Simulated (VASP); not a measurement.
# Al2O3 (R-3c) in VASP: notebook

Al2O3 is run at these levels: LDA, PBE, PBEsol; tasks: single point.

Everything below comes from runs of VASP 6.6.1. Logs are shortened: lines on timing, memory, paths and dates and some standing lists are left out, and cuts for length are marked.

**1. The cell of the first run**

The structure is trigonal, space group R-3c (No. 167). Conventional cell: a = 4.729 Å, b = 4.729 Å, c = 12.892 Å, α = 90.00°, β = 90.00°, γ = 120.00°. Al (site symmetry 3) has 6 O at 1.84 to 1.96 Å within 2.4 Å. Within 2.4 Å of O (site symmetry 2) lie 4 Al at 1.84 to 1.96 Å.

**2. Single point, LDA**

File INCAR:

```
PREC = Accurate
ENCUT = 520
EDIFF = 1E-6
ISMEAR = -1
SIGMA = 0.02
LREAL = F
LASPH = T
NELM = 100
ALGO = Normal
ISIF = 2
LWAVE = F
LCHARG = F
NBANDS = 35
```

File KPOINTS:

```
regular mesh
0
Gamma
  6 6 6
```

File POSCAR:

```
Al2O3
1.0
    2.3646152845      1.3652112710      4.2972726081
   -2.3646152845      1.3652112710      4.2972726081
    0.0000000000     -2.7304225421      4.2972726081
Al O
4 6
Direct
    0.8520257337      0.8520257337      0.8520257337
    0.3520257337      0.3520257337      0.3520257337
    0.1479742663      0.1479742663      0.1479742663
    0.6479742663      0.6479742663      0.6479742663
    0.4441416607      0.0558583393      0.7500000000
    0.0558583393      0.7500000000      0.4441416607
    0.5558583393      0.9441416607      0.2500000000
    0.2500000000      0.5558583393      0.9441416607
    0.9441416607      0.2500000000      0.5558583393
    0.7500000000      0.4441416607      0.0558583393
```

Potentials or basis: VASP PAW LDA potentials, release 64 (Al, O).

The run is started by

```bash
cat potpaw_LDA.64/Al/POTCAR potpaw_LDA.64/O/POTCAR > POTCAR
mpirun -np 1 vasp_std > vasp.out
```

OUTCAR:

```text
PREC = Accurate
   ENCUT = 520
   EDIFF = 1E-6
   ISMEAR = -1
   LREAL = F
   LASPH = T
   NELM = 100
   ISIF = 2

 ion  position               nearest neighbor table
   1  0.852  0.852  0.852-   9 1.84   8 1.84   7 1.84  10 1.96   5 1.96   6 1.96   4 2.63   3 2.77
                             3 2.77   3 2.77   4 3.20   4 3.20   4 3.20
   2  0.352  0.352  0.352-  10 1.84   6 1.84   5 1.84   9 1.96   7 1.96   8 1.96   3 2.63   4 2.77
                             4 2.77   4 2.77   3 3.20   3 3.20   3 3.20
   3  0.148  0.148  0.148-   6 1.84  10 1.84   5 1.84   8 1.96   7 1.96   9 1.96   2 2.63   1 2.77
                             1 2.77   1 2.77   2 3.20   2 3.20   2 3.20
   4  0.648  0.648  0.648-   8 1.84   9 1.84   7 1.84   6 1.96   5 1.96  10 1.96   1 2.63   2 2.77
                             2 2.77   2 2.77   1 3.20   1 3.20   1 3.20
   5  0.444  0.056  0.750-   2 1.84   3 1.84   1 1.96   4 1.96
   6  0.056  0.750  0.444-   3 1.84   2 1.84   4 1.96   1 1.96
   7  0.556  0.944  0.250-   1 1.84   4 1.84   3 1.96   2 1.96
   8  0.250  0.556  0.944-   4 1.84   1 1.84   3 1.96   2 1.96
   9  0.944  0.250  0.556-   1 1.84   4 1.84   2 1.96   3 1.96
  10  0.750  0.444  0.056-   2 1.84   3 1.84   1 1.96   4 1.96

  LATTYP: Found a trigonal (rhomboedric) cell.
 ALAT       =     5.0913415841
 COS(alpha) =     0.5685936733

  Lattice vectors:

 A1 = (   2.3646152845,   1.3652112710,   4.2972726081)
 A2 = (  -2.3646152845,   1.3652112710,   4.2972726081)
 A3 = (   0.0000000000,  -2.7304225421,   4.2972726081)

Analysis of symmetry for initial positions (statically):
=====================================================================
 Subroutine PRICEL returns:
 Original cell was already a primitive cell.

 Routine SETGRP: Setting up the symmetry group for a
 trigonal (rhombohedral) supercell.

 Subroutine GETGRP returns: Found 12 space group operations
 (whereof  6 operations were pure point group operations)
 out of a pool of 12 trial point group operations.

The static configuration has the point symmetry S_6 .
 The point group associated with its full space group is D_3d.

Analysis of symmetry for dynamics (positions and initial velocities):
=====================================================================
 Subroutine PRICEL returns:
 Original cell was already a primitive cell.

 Routine SETGRP: Setting up the symmetry group for a
 trigonal (rhombohedral) supercell.

 Subroutine GETGRP returns: Found 12 space group operations
 (whereof  6 operations were pure point group operations)
 out of a pool of 12 trial point group operations.

The dynamic configuration has the point symmetry S_6 .
 The point group associated with its full space group is D_3d.

 Subroutine INISYM returns: Found 12 space group operations
 (whereof  6 operations are pure point group operations),
 and found     1 'primitive' translations

----------------------------------------------------------------------------------------

                                     Primitive cell

  volume of cell :      83.2347

  direct lattice vectors                    reciprocal lattice vectors
     2.364615285  1.365211271  4.297272608     0.211450887  0.122081227  0.077568580
    -2.364615285  1.365211271  4.297272608    -0.211450887  0.122081227  0.077568580
     0.000000000 -2.730422542  4.297272608     0.000000000 -0.244162453  0.077568580

  length of vectors
     5.091341584  5.091341584  5.091341584     0.256187799  0.256187799  0.256187799

  position of ions in fractional coordinates (direct lattice)
     0.852025734  0.852025734  0.852025734
     0.352025734  0.352025734  0.352025734
     0.147974266  0.147974266  0.147974266
     0.647974266  0.647974266  0.647974266
     0.444141661  0.055858339  0.750000000
     0.055858339  0.750000000  0.444141661
     0.555858339  0.944141661  0.250000000
     0.250000000  0.555858339  0.944141661
     0.944141661  0.250000000  0.555858339
     0.750000000  0.444141661  0.055858339

  ion indices of the primitive-cell ions
   primitive index   ion index
                 1           1
                 2           2
                 3           3
                 4           4
                 5           5
                 6           6
                 7           7
                 8           8
                 9           9
                10          10

----------------------------------------------------------------------------------------

 KPOINTS: regular mesh

Automatic generation of k-mesh.
 Grid dimensions read from file:
 generate k-points for:    6    6    6

 Generating k-lattice:

  Cartesian coordinates                     Fractional coordinates (reciprocal lattice)
     0.035241815  0.020346871  0.012928097     0.166666667  0.000000000 -0.000000000
    -0.035241815  0.020346871  0.012928097     0.000000000  0.166666667 -0.000000000
     0.000000000 -0.040693742  0.012928097     0.000000000  0.000000000  0.166666667

  Length of vectors
     0.042697966  0.042697966  0.042697966

  Shift w.r.t. Gamma in fractional coordinates (k-lattice)
     0.000000000  0.000000000  0.000000000

 Subroutine IBZKPT returns following result:
 ===========================================

 Found     32 irreducible k-points:

 Following reciprocal coordinates:
            Coordinates               Weight
  0.000000  0.000000  0.000000      1.000000
  0.166667  0.000000 -0.000000      6.000000
  0.333333 -0.000000 -0.000000      6.000000
  0.500000 -0.000000  0.000000      3.000000
  0.166667  0.166667 -0.000000      6.000000
  0.333333  0.166667  0.000000     12.000000
[... 16 lines left out ...]
  0.500000  0.500000  0.166667      6.000000
 -0.333333  0.500000  0.166667     12.000000
 [... further k-points ...]
   k-points           NKPTS =     32   k-points in BZ     NKDIM =     32   number of bands    NBANDS=     35
   number of dos      NEDOS =    301   number of ions     NIONS =     10
   total plane-waves  NPLWV =  64000
   dimension x,y,z NGX =    40 NGY =   40 NGZ =   40
   dimension x,y,z NGXF=    80 NGYF=   80 NGZF=   80
   ions per type =               4   6
   NGX,Y,Z   is equivalent  to a cutoff of  13.06, 13.06, 13.06 a.u.
   NGXF,Y,Z  is equivalent  to a cutoff of  26.12, 26.12, 26.12 a.u.
 SYSTEM =  unknown system
   PREC   = accura    normal or accurate (medium, high low for compatibility)
   ISTART =      0    job   : 0-new  1-cont  2-samecut
   ICHARG =      2    charge: 1-file 2-atom 10-const
   ISPIN  =      1    spin polarized calculation?
   LNONCOLLINEAR =      F non collinear calculations
   LSORBIT =      F    spin-orbit coupling
   LASPH  =      T    aspherical Exc in radial PAW
   ENCUT  =  520.0 eV  38.22 Ry    6.18 a.u.   9.47  9.47  9.47*2*pi/ulx,y,z
   NELM   =    100;   NELMIN=  2; NELMDL= -5     # of ELM steps
   EDIFF  = 0.1E-05   stopping-criterion for ELM
   LREAL  =      F    real-space projection
   EDIFFG = 0.1E-04   stopping-criterion for IOM
   NSW    =      0    number of steps for IOM
   IBRION =     -1    ionic relax: 0-MD 1-quasi-New 2-CG
   NFREE  =      0    steps in history (QN), initial steepest desc. (CG)
   ISIF   =      2    stress and relaxation
   ISYM   =      2    0-nonsym 1-usesym 2-fastsym
   POTIM  = 0.5000    time-step for ionic-motion
   TEBEG  =    0.0;   TEEND  =   0.0 temperature during run
   PSTRESS=    0.0 pullay stress
   NELECT =      48.0000    total number of electrons
   NUPDOWN=      -1.0000    fix difference up-down
   EMIN   =  10.00;   EMAX   =-10.00  energy-range for DOS
   EFERMI =   0.00;   METHOD = LEGACY
   ISMEAR =    -1;   SIGMA  =   0.02  broadening in eV -4-tet -1-fermi 0-gaus
   EFERMI_NEDOS =   21; number of points for ismear=-14 and -15
   IALGO  =     38    algorithm
   IMIX   =      4    mixing-type and parameters
     AMIX     =   0.40;   BMIX     =  1.00
     AMIX_MAG =   1.60;   BMIX_MAG =  1.00
  volume/ion in A,a.u.               =       8.32        56.17
  Fermi-wavevector in a.u.,A,eV,Ry     =   1.362659  2.575051 25.263822  1.856839
  Thomas-Fermi vector in A             =   2.489129
   LORBIT       =      0    0 simple, 1 ext, 2 COOP (PROOUT), +10 PAW based schemes
   GGA     = CA    functional components
   LHFCALC =     F    Hartree Fock is set to
   AEXX    =    0.0000 exact exchange contribution
   IVDW    =     0    specifies the selected vdW correction
   LEPSILON=     F    determine dielectric tensor
   LRPA    =     F    only Hartree local field effects (RPA)
 non-spin polarized calculation
  energy-cutoff  :      520.00
  volume of cell :       83.23
 maximum number of plane-waves:      2259
 NGX is ok and might be reduce to    40
   NGX = 19   NGY = 19   NGZ = 19

 number of electron      48.0000010 magnetization

 Free energy of the ion-electron system (eV)
  ---------------------------------------------------
  ext. energy  EPLUGINS =         0.00000000
  ---------------------------------------------------
  free energy    TOTEN  =       -83.10348678 eV

  energy without entropy =      -83.10348678  energy(sigma->0) =      -83.10348678

 E-fermi :   6.4950     XC(G=0): -12.2687

 val. band max:        6.0675379645   @ k =   0.0000   0.0000   0.0000
 cond. band min:      12.5069743923   @ k =   0.0000   0.0000   0.0000
 fundamental gap:      6.4394364278
 Fermi energy:         6.4949798381

 k-point     1 :       0.0000    0.0000    0.0000
  band No.  band energies     occupation
      1     -13.1211      2.00000
      2     -10.6028      2.00000
      3     -10.2969      2.00000
      4     -10.2969      2.00000
      5      -9.9547      2.00000
      6      -9.9547      2.00000
[... 27 lines left out ...]
     34      19.8186      0.00000
     35      20.6542      0.00000

 k-point     2 :       0.1667    0.0000   -0.0000
  band No.  band energies     occupation
      1     -12.9693      2.00000
      2     -10.6882      2.00000
      3     -10.3864      2.00000
      4     -10.3280      2.00000
      5     -10.0291      2.00000
      6      -9.9655      2.00000
[... 27 lines left out ...]
     34      19.0731      0.00000
     35      20.3257      0.00000
[... 796 lines left out ...]
     34      19.3544      0.00000
     35      19.8069      0.00000

 k-point    24 :      -0.3333    0.5000    0.1667
  band No.  band energies     occupation
      1     -11.7287      2.00000
      2     -11.3240      2.00000
      3     -11.0517      2.00000
      4     -10.8064      2.00000
      5     -10.1590      2.00000
      6      -9.9296      2.00000
[... 27 lines left out ...]
     34      19.3816      0.00000
     35      19.5792      0.00000

 [... further k-points ...]
[... 5 lines left out ...]
  --------------------------------------------------------------------------------------
  -------------------------------------------------------------------------------------
  Total        0.4622582      0.4622582      0.3427584      0.0000000     -0.0000000     -0.0000000
  in kB        8.8979649      8.8979649      6.5977247      0.0000000     -0.0000000     -0.0000000
  external PRESSURE =       8.1312182 kB  Pullay stress =       0.0000000 kB

 VOLUME and BASIS-vectors are now :
 -----------------------------------------------------------------------------
  energy-cutoff  :      520.00
  volume of cell :       83.23
      direct lattice vectors                 reciprocal lattice vectors
     2.364615285  1.365211271  4.297272608     0.211450887  0.122081227  0.077568580
    -2.364615285  1.365211271  4.297272608    -0.211450887  0.122081227  0.077568580
     0.000000000 -2.730422542  4.297272608     0.000000000 -0.244162453  0.077568580

 POSITION                                       TOTAL-FORCE (eV/Angst)
 -----------------------------------------------------------------------------------
      0.00000     -0.00000     10.98416        -0.000000      0.000000     -0.012215
      0.00000     -0.00000      4.53825        -0.000000      0.000000     -0.012215
      0.00000     -0.00000      1.90766        -0.000000     -0.000000      0.012215
      0.00000     -0.00000      8.35357        -0.000000     -0.000000      0.012215
      0.91814     -1.36521      5.37159         0.008477      0.000000     -0.000000
     -1.64138     -0.11253      5.37159        -0.004238     -0.007341     -0.000000
     -0.91814      1.36521      7.52023        -0.008477      0.000000     -0.000000
     -0.72324     -1.47774      7.52023         0.004238     -0.007341     -0.000000
      1.64138      0.11253      7.52023         0.004238      0.007341     -0.000000
      0.72324      1.47774      5.37159        -0.004238      0.007341     -0.000000
 -----------------------------------------------------------------------------------
    total drift:                               -0.000000      0.000000     -0.000000

  FREE ENERGIE OF THE ION-ELECTRON SYSTEM (eV)
  ---------------------------------------------------
  free  energy   TOTEN  =       -83.1034867765 eV

  energy  without entropy=      -83.1034867765  energy(sigma->0) =      -83.10348678
```

Run time: 3 min. Hardware: 1 thread of Intel Xeon 8259CL, shared host; peak memory 0.23 GiB.

Results:

* Free energy: -83.1035 eV
* Pressure: 0.8 GPa
* Largest force: 0.012 eV/Å
* Band gap on the k mesh: 6.44 eV

Forces on the atoms (eV/Å):
```
Al   0.000  0.000 -0.012
Al   0.000  0.000 -0.012
Al   0.000  0.000  0.012
Al   0.000  0.000  0.012
O    0.008  0.000  0.000
O   -0.004 -0.007  0.000
O   -0.008  0.000  0.000
O    0.004 -0.007  0.000
O    0.004  0.007  0.000
O   -0.004  0.007  0.000
```

Stress tensor (GPa, compression positive):
```
0.89 0.00 0.00
0.00 0.89 0.00
0.00 0.00 0.66
```

Levels at points of the mesh, in eV from the valence-band top:
| k point | band 21 | band 22 | band 23 | band 24 | band 25 | band 26 | band 27 | band 28 |
| --- | --- | --- | --- | --- | --- | --- | --- | --- |
| (0.00, 0.00, 0.00) | -0.52 | -0.04 | -0.04 | 0.00 | 6.44 | 9.09 | 10.79 | 11.55 |
| (0.50, 0.00, 0.00) | -0.95 | -0.95 | -0.29 | -0.29 | 9.47 | 9.47 | 9.76 | 9.76 |
| (0.50, 0.50, 0.00) | -1.06 | -0.95 | -0.77 | -0.26 | 9.45 | 9.86 | 9.97 | 10.47 |
| (0.50, 0.50, 0.50) | -0.39 | -0.39 | -0.39 | -0.39 | 8.77 | 8.77 | 11.01 | 11.01 |

A k mesh can miss the band edges.

**3. Single point, PBE**

This run uses another cell than the first one, of 8.49 Å³/atom.

File INCAR:

```
ALGO     = Normal         # electronic algorithm
EDIFF    = 1E-7           # SCF threshold, eV
ENCUT    = 520            # plane-wave cutoff, eV
GGA      = PE             # functional
ISIF     = 2              # what is computed and relaxed
ISMEAR   = -1             # smearing method
LASPH    = T              # aspherical terms in the spheres
LCHARG   = F              # write CHGCAR
LREAL    = F              # projectors in reciprocal space
LWAVE    = F              # write WAVECAR
NBANDS   = 35             # bands
NELM     = 60             # most SCF steps
PREC     = Accurate       # precision mode
SIGMA    = 0.02           # smearing width, eV
```

File KPOINTS:

```
k-points
0
Gamma
  6 6 6
```

File POSCAR:

```
Al2O3
1.0
    2.3793614134      1.3737249525      4.3315939879
   -2.3793614134      1.3737249525      4.3315939879
    0.0000000000     -2.7474499051      4.3315939879
Al O
4 6
Direct
    0.8519115234      0.8519115234      0.8519115234
    0.3519115234      0.3519115234      0.3519115234
    0.1480884766      0.1480884766      0.1480884766
    0.6480884766      0.6480884766      0.6480884766
    0.4436339008      0.0563660992      0.7500000000
    0.0563660992      0.7500000000      0.4436339008
    0.5563660992      0.9436339008      0.2500000000
    0.2500000000      0.5563660992      0.9436339008
    0.9436339008      0.2500000000      0.5563660992
    0.7500000000      0.4436339008      0.0563660992
```

Potentials or basis: VASP PAW PBE potentials, release 64 (Al, O).

The run is started by

```bash
cat potpaw_PBE.64/Al/POTCAR potpaw_PBE.64/O/POTCAR > POTCAR
mpirun -np 1 vasp_std > vasp.out
```

Wall time 3.2 min (1 thread of Intel Xeon 8259CL, shared host); peak memory 0.26 GiB.

Results (log left out):

```
Free energy            : -74.7490 eV
Pressure               : 7.4 GPa
Largest force          : 0.034 eV/Å
Band gap on the k mesh : 6.24 eV
```

Forces on the atoms (eV/Å):
```
Al   0.000  0.000  0.034
Al   0.000  0.000  0.034
Al   0.000  0.000 -0.034
Al   0.000  0.000 -0.034
O   -0.020  0.000  0.000
O    0.010  0.017  0.000
O    0.020  0.000  0.000
O   -0.010  0.017  0.000
O   -0.010 -0.017  0.000
O    0.010 -0.017  0.000
```

Stress tensor (GPa, compression positive):
```
7.60 0.00 0.00
0.00 7.60 0.00
0.00 0.00 7.04
```

Levels at points of the mesh, in eV from the valence-band top:
```tsv
k point	band 20	band 21	band 22	band 23	band 24	band 25	band 26	band 27	band 28	band 29
(0.00, 0.00, 0.00)	-0.49	-0.49	-0.03	-0.03	0.00	6.24	9.15	10.76	11.53	11.53
(0.50, 0.00, 0.00)	-1.32	-0.90	-0.90	-0.27	-0.27	9.49	9.49	9.66	9.66	11.80
(0.50, 0.50, 0.00)	-1.29	-1.01	-0.91	-0.74	-0.25	9.65	9.73	9.96	10.43	11.17
(0.50, 0.50, 0.50)	-2.00	-0.37	-0.37	-0.37	-0.37	8.69	8.69	11.12	11.12	12.51
```

Caveat: the cell stands under pressure. A k mesh can miss the band edges.

(Continued in part 2 of 2.)
